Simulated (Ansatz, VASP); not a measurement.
## One calculation of AlNi, two programs

```
Al Ni
1.0
    -2.01497    2.01497    0.00000
    -2.02841   -2.02841   -2.86868
    -2.02840   -2.02841    2.86868
Al Ni
2 2
Direct
  0.99999 0.00001 0.00001
  0.00001 0.49999 0.49999
  0.50000 0.99999 0.50001
  0.50000 0.50001 0.99999
```

Alike in both runs: functional PBEsol; k mesh 12 × 8 × 8; occupations gaussian, width 0.15 eV; no spin polarisation.

Ansatz relaxed the structure, and its values are those at the end. VASP's run is a single point on that final structure, the one shown.

```csv
,VASP,Ansatz
version,VASP 6.6.1,Ansatz 0.2.0
potentials or method,"VASP PAW PBE potentials, release 64 (Al, Ni), cutoff 520 eV","scalar-relativistic, plane waves, PAW"
valence electrons in the cell,26,42
```

|  | VASP | Ansatz | Ansatz less VASP |
| --- | --- | --- | --- |
| gap on the k mesh at the Fermi level (eV) | none | none | - |
| pressure (GPa) | 0.2 | 0.0 | -0.20 |

VASP's potentials were made for PBE, not for PBEsol. A gap of «none» marks a metal or a gap that the smearing closes. With one functional, cell and mesh, what is left measures potentials, basis and numerics. VASP's potentials hold 26 valence electrons a cell and Ansatz's 42, so a difference there can come from the potentials and not from the codes.
